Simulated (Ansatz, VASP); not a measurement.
## PbO in VASP and in Ansatz

```xyz
4
Lattice="3.9449 0.0000 0.0000 0.0000 3.9449 0.0000 0.0000 0.0000 4.8913" Properties=species:S:1:pos:R:3 pbc="T T T"
Pb    0.0000    1.9725    1.1779
Pb    1.9725    0.0000    3.7133
O     0.0000    0.0000    0.0000
O     1.9725    1.9725    0.0000
```

Alike in both runs: functional LDA; k mesh 8 × 8 × 6; occupations fermi-dirac, width 0.02 eV; no spin polarisation.

Ansatz relaxed the structure, and its values are those at the end. VASP's run is a single point on that final structure, the one shown.

|  | VASP | Ansatz |
| --- | --- | --- |
| version | VASP 6.6.1 | Ansatz 0.2.0 |
| potentials or method | VASP PAW LDA potentials, release 64 (Pb_d, O_h), cutoff 1340 eV | PAW plane waves |
| valence electrons in the cell | 40 | 40 |

Ansatz gave:

```
gap on the k mesh at the Fermi level (eV) : 1.06
pressure (GPa)                            : 0.0
rms of the force components (eV/Å)        : 0.000
```

Problem. Which values does VASP return?

Solution. gap on the k mesh at the Fermi level (eV): 1.03; pressure (GPa): 0.2; rms of the force components (eV/Å): 0.025.

Ansatz warns that its potentials were made for another functional, while VASP's fit it. LDA's correlation is that of Perdew and Zunger in VASP and of Perdew and Wang (1992) in Ansatz.

Neither program's run includes spin-orbit coupling.
